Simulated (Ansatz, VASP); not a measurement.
## K: VASP beside Ansatz

```
K
1.0
     4.22505    0.00000    0.00000
     0.00000    4.22505    0.00000
     0.00000    0.00000    4.22505
K
1
Direct
  0.00000 0.00000 0.00000
```

Alike in both runs: task single point; functional BLYP; k mesh 8 × 8 × 8; occupations fermi-dirac, width 0.1 eV; no spin polarisation.

```csv
,VASP,Ansatz
version,VASP 6.6.1,Ansatz 0.2.0
potentials or method,"VASP PAW PBE potentials, release 64 (K_sv), cutoff 520 eV","plane waves (420 eV) with PAW, scalar-relativistic"
valence electrons in the cell,9,9
```

```tsv
	VASP	Ansatz	Ansatz less VASP
pressure (GPa)	0.3	0.3	+0.01
```

VASP's potentials were made for PBE, not for BLYP. The functional is the same, so the differences come from potentials, cutoffs and numerics.
